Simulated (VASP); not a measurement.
MoSe2, 6 atoms in the cell. Symmetry: P6_3/mmc, No. 194, hexagonal system. Conventional cell: a = 3.276 Å, b = 3.276 Å, c = 12.732 Å, α = 90.00°, β = 90.00°, γ = 120.00°. Within 3.3 Å of Mo (site symmetry -6m2) lie 6 Se at 2.53 Å and 6 Mo at 3.28 Å. Within 3.3 Å of Se (site symmetry 3m) lie 3 Mo at 2.53 Å and 6 Se at 3.28 Å. 

```yaml
Program: VASP 6.6.1
Task: relaxation of cell and atoms
Functional: LDA
Potentials_or_basis: VASP PAW LDA potentials, release 64 (Mo_sv, Se)
Cutoff: 500 eV
k_mesh: 12 × 12 × 2
Occupations: gaussian, width 0.02 eV
Spin: no spin polarisation
Dipole_correction: no
Further_INCAR_settings: ALGO = Normal; EDIFF = 1e-07; IBRION = 2; EDIFFG = -0.005; NSW = 70; ISIF = 3
```

Potentials or basis: VASP PAW LDA potentials, release 64 (Mo_sv, Se).

Command:

```console
$ cat potpaw_LDA.64/Mo_sv/POTCAR potpaw_LDA.64/Se/POTCAR > POTCAR
$ mpirun -np 1 vasp_std > vasp.out
```

Hardware: 1 thread of Intel Xeon 6975P-C, on a shared host.

Problem. How long does it take, and how much memory?

Solution. It took 12 min on 1 thread of Intel Xeon 6975P-C, with other jobs on the host, peak memory 0.26 GiB. Counts: scf iterations 111, k points 38, ion steps 14.
